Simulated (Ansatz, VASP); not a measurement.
## YPb3 in VASP and in Ansatz

```
Y Pb
1.0
     4.83902    0.00000    0.00000
     0.00000    4.83902    0.00000
     0.00000    0.00000    4.83902
Y Pb
1 3
Cartesian
  0.0000 0.0000 0.0000
  0.0000 2.4195 2.4195
  2.4195 0.0000 2.4195
  2.4195 2.4195 0.0000
```

Change from the starting cell: volume scaled by 1.01.

Alike in both runs: task single point; functional PBEsol; k mesh 8 × 8 × 8; occupations fermi-dirac, width 0.08 eV; no spin polarisation.

```csv
,VASP,Ansatz
version,VASP 6.6.1,Ansatz 0.2.0
potentials or method,"VASP PAW PBE potentials, release 64 (Y_sv, Pb_d), cutoff 520 eV","all-electron LAPW, scalar-relativistic"
```

|  | VASP | Ansatz | Ansatz less VASP |
| --- | --- | --- | --- |
| pressure (GPa) | -1.1 | -1.0 | +0.08 |

VASP's potentials were made for PBE, not for PBEsol. Ansatz ran all-electron here, and VASP with PAW potentials.

Spin-orbit coupling is off throughout.
